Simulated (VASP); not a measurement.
Input of a VASP 6.6.1 run:

The input INCAR:

```
  PREC = Accurate
  ENCUT = 520
  EDIFF = 1E-6
  ISMEAR = 0
  SIGMA = 0.1
  LREAL = False
  LASPH = True
  NELM = 80
  ALGO = Fast
  ISIF = 2
  LWAVE = False
  LCHARG = False
  GGA = PE
  NBANDS = 13
```

The input KPOINTS:

```
Automatic mesh
0
Gamma
  18 18 18
```

POSCAR

```
KAl
1.0
    1.7328493891      1.0004610631      6.0374771445
   -1.7328493891      1.0004610631      6.0374771445
    0.0000000000     -2.0009221208      6.0374771454
K Al
1 1
Direct
    0.0000000000      0.0000000000      0.0000000000
    0.5000000000      0.5000000000      0.5000000000
```

Potentials or basis: VASP PAW PBE potentials, release 64 (K_sv, Al).

The run is started by

```bash
$ cat potpaw_PBE.64/K_sv/POTCAR potpaw_PBE.64/Al/POTCAR > POTCAR
$ mpirun -np 1 vasp_std > vasp.out
```

Q: What does it give for the pressure?

A: 0.0 GPa.

Q: What does it give for the band gap on the k mesh?

A: Zero (bands 6 and 7 overlap by 0.58 eV).
